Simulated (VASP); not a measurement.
Crystal: TePb.

```
Pb Te
1.0
     0.00000    3.23100    3.23100
     3.23100    0.00000    3.23100
     3.23100    3.23100    0.00000
Pb Te
1 1
Direct
  0.00000 0.00000 0.00000
  0.50000 0.50000 0.50000
```

Base run:

* Program: VASP 6.6.1
* Functional: PBE
* Potentials or basis: VASP PAW PBE potentials, release 64 (Pb_d, Te)
* Cutoff: 500 eV
* k mesh: 10 × 10 × 10
* Occupations: gaussian, width 0.03 eV
* Spin: non-collinear spin, zero start, spin-orbit coupling
* Starting moments: [[0.0, 0.0, 0.0], [0.0, 0.0, 0.0]] μB

Its results: pressure 2.0 GPa; net moment 0.00 μB per cell.

Q: The run is repeated on the same cell with these changes: functional from PBE to LDA; potentials or basis from VASP PAW PBE potentials, release 64 (Pb_d, Te) to VASP PAW LDA potentials, release 64 (Pb_d, Te). What comes out?

A: Pressure -1.8 GPa; net moment 0.00 μB per cell.
